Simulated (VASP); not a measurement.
## PbS: single point with r2SCAN

Crystal: PbS.

```
Pb S
1.0
     0.00000    3.30098    3.30098
     3.30098    0.00000    3.30098
     3.30098    3.30098    0.00000
Pb S
1 1
Direct
  0.00000 0.00000 0.00000
  0.25000 0.25000 0.25000
```

```yaml
Program: VASP 6.6.1
Task: single point
Functional: r2SCAN
Potentials_or_basis: VASP PAW PBE potentials, release 64 (Pb_d, S)
Cutoff: 520 eV
k_mesh: 4 × 4 × 4
Occupations: gaussian, width 0.01 eV
Spin: no spin polarisation
```

```yaml
Pressure: -0.1 GPa
Band_gap_on_the_k_mesh: 0.95 eV, indirect (least direct gap 1.45 eV)
```

Levels at points of the mesh, in eV from the valence-band top:
| k point | band 6 | band 7 | band 8 | band 9 | band 10 | band 11 | band 12 | band 13 | band 14 | band 15 |
| --- | --- | --- | --- | --- | --- | --- | --- | --- | --- | --- |
| (0.00, 0.00, 0.00) | -13.21 | -6.02 | -1.85 | -1.85 | -1.85 | 2.74 | 2.74 | 2.74 | 5.41 | 9.10 |
| (0.50, 0.00, 0.00) | -12.46 | -7.92 | -2.36 | -2.36 | -1.95 | 3.46 | 3.46 | 3.83 | 7.24 | 8.89 |
| (0.50, 0.50, 0.00) | -12.16 | -8.33 | -3.07 | -3.07 | -0.49 | 0.95 | 5.46 | 5.46 | 6.26 | 9.04 |

It took 23 s on 1 thread of Intel(R) Xeon(R) 6975P-C (Granite Rapids), on a shared host, peak memory 0.22 GiB.

Caveat: the PAW data sets were made with another functional, which shifts forces and pressure a little; spin-orbit coupling is left out, which moves the levels of the heavy elements. A k mesh can miss the band edges.
